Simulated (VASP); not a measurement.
Mo, 1 atom in the cell. Symmetry: Im-3m, No. 229, cubic system. The conventional cell has a = 3.137 Å, b = 3.137 Å, c = 3.137 Å, α = 90.00°, β = 90.00°, γ = 90.00°. Mo (site symmetry m-3m) has 14 Mo at 2.72 to 3.14 Å within 3.6 Å. 

| Property | Result |
| --- | --- |
| Program | VASP 6.6.1 |
| Task | single point |
| Functional | PBE |
| Potentials or basis | VASP PAW PBE potentials, release 64 (Mo_sv) |
| Cutoff | 500 eV |
| k mesh | 12 × 12 × 12 |
| Occupations | methfessel-paxton, width 0.15 eV |
| Spin | no spin polarisation |
| Dipole correction | no |
| Further INCAR settings | ALGO = Normal; EDIFF = 1e-06; NBANDS = 13 |

Potentials or basis: VASP PAW PBE potentials, release 64 (Mo_sv).

The run is started by

```bash
$ cat potpaw_PBE.64/Mo_sv/POTCAR > POTCAR
$ mpirun -np 1 vasp_std > vasp.out
```

Hardware: 1 thread of AMD EPYC 7R13 (shared host).

**Question.** How long does it take, and how much memory?

**Answer.** It took 26 s on 1 thread of AMD EPYC 7R13, on a shared host, peak memory 0.1 GiB. Counts: scf iterations 11, k points 72.
